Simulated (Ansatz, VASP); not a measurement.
**BaTiO3 in VASP and in Ansatz**

```
Ba Ti O
1.0
     4.13092    0.00000    0.00000
     0.00000    4.13092    0.00000
     0.00000    0.00000    4.27751
Ba Ti O
1 1 3
Direct
  0.50000 0.50000 0.59923
  0.00000 0.00000 0.11315
  0.00000 0.50000 0.06011
  0.50000 0.00000 0.06011
  0.00000 0.00000 0.52741
```

Change from the starting cell: hydrostatic strain +4.0%.

Alike in both runs: task single point; functional r2SCAN; k mesh 6 × 6 × 6; no spin polarisation.

|  | VASP | Ansatz |
| --- | --- | --- |
| version | VASP 6.6.1 | Ansatz 0.2.0 |
| potentials or method | VASP PAW PBE potentials, release 64 (Ba_sv, Ti_sv, O) | plane waves, PAW |
| plane-wave cutoff (eV) | 520 | 500 |
| occupations | gaussian, width 0.01 eV | fixed |
| valence electrons in the cell | 40 | 40 |

```csv
,VASP,Ansatz,Ansatz less VASP
gap on the k mesh at the Fermi level (eV),2.05,2.06,+0.011
pressure (GPa),-11.1,-12.5,-1.36
"traceless stress, the component that is largest in VASP (GPa)",4.68,4.31,-0.370
rms of the force components (eV/Å),0.090,0.000,-0.0898
```

VASP's potentials were made for PBE, not for r2SCAN. Atom by atom the forces differ by 0.090 eV/Å (rms over components).

Spin-orbit coupling is off throughout.
